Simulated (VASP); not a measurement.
Ga3SbN2, 6 atoms in the cell. The structure is hexagonal, space group P6mm (No. 183). The conventional cell has a = 5.800 Å, b = 5.800 Å, c = 7.578 Å, α = 90.00°, β = 90.00°, γ = 120.00°. Ga (site symmetry 2mm) has 2 N at 2.58 Å and 4 Ga at 2.90 Å within 3.4 Å. Sb (site symmetry 6mm) has 6 Ga at 3.84 Å and 6 N at 4.57 Å within 5.0 Å. Within 3.4 Å of N (site symmetry 3m) lie 3 Ga at 2.58 Å and 3 N at 3.35 Å. The cell was built from a structure type or drawn by symmetry, and may not be a known phase.

| Property | Result |
| --- | --- |
| Program | VASP 6.6.1 |
| Task | relaxation of cell and atoms |
| Functional | PBE |
| Potentials or basis | VASP PAW PBE potentials, release 64 (Ga_d, Sb, N) |
| Cutoff | 600 eV |
| k mesh | 3 × 3 × 2 |
| Occupations | gaussian, width 0.1 eV |
| Spin | no spin polarisation |
| Dipole correction | no |
| Further INCAR settings | ALGO = Normal; EDIFF = 1e-06; IBRION = 2; EDIFFG = -0.04; NSW = 90; ISIF = 3 |

Potentials or basis: VASP PAW PBE potentials, release 64 (Ga_d, Sb, N).

The run is started by

```bash
$ cat potpaw_PBE.64/Ga_d/POTCAR potpaw_PBE.64/Sb/POTCAR potpaw_PBE.64/N/POTCAR > POTCAR
$ mpirun -np 1 vasp_std > vasp.out
```

Hardware: 1 thread of Intel(R) Xeon(R) Platinum 8488C (Sapphire Rapids), with other jobs on the host.

Estimate the wall time of this run.

Run time: 25 min on 1 thread of Intel(R) Xeon(R) Platinum 8488C (Sapphire Rapids), with other jobs on the host, peak memory 0.46 GiB. Counts: scf iterations 291, k points 6, ion steps 27.
